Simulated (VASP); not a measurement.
Input of a VASP 6.6.1 run:

File POSCAR:

```
SnO
1.0
    3.6788104198      0.0000000000      0.0000000000
    0.0000000000      3.6788104198      0.0000000000
    0.0000000000      0.0000000000      4.8616843151
Sn O
2 2
Direct
    0.0000000000      0.5000000000      0.2438341314
    0.5000000000      0.0000000000      0.7561658686
    0.5000000000      0.5000000000      0.0000000000
    0.0000000000      0.0000000000      0.0000000000
```

File INCAR.step1:

```
PREC = Accurate ; ENCUT = 520
ISMEAR = -1 ; SIGMA = 0.02
LREAL = F ; LASPH = T
NELM = 60 ; NBANDS = 28
GGA = PE ; ALGO = Normal
EDIFF = 1E-4 ; LWAVE = T
LCHARG = F
```

File INCAR.step2:

```
PREC = Accurate ; ENCUT = 520
EDIFF = 1E-6 ; ISMEAR = -1
SIGMA = 0.02 ; LREAL = F
LASPH = T ; NELM = 60
ALGO = Normal ; ISIF = 2
LWAVE = F ; LCHARG = F
METAGGA = R2SCAN ; LMIXTAU = T
NBANDS = 28 ; ISTART = 1
```

Contents of KPOINTS:

```
Automatic mesh
0
Gamma
  6 6 6
```

Potentials or basis: VASP PAW PBE potentials, release 64 (Sn_d, O).

Launch:

```sh
$ cat potpaw_PBE.64/Sn_d/POTCAR potpaw_PBE.64/O/POTCAR > POTCAR
$ cp INCAR.step1 INCAR
$ mpirun -np 1 vasp_std > vasp.out
$ cp INCAR.step2 INCAR
$ mpirun -np 1 vasp_std > vasp.out
```

Problem. Predict the largest force.

Solution. 0.139 eV/Å.

Problem. Estimate the pressure.

Solution. 6.3 GPa.

Forces on the atoms (eV/Å):
```
Sn   0.000  0.000  0.139
Sn   0.000  0.000 -0.139
O    0.000  0.000  0.000
O    0.000  0.000  0.000
```

Caveat: the cell differs from its parent crystal (epitaxial xy strain -3.0%); the PAW data sets were made with another functional, which shifts forces and pressure a little.
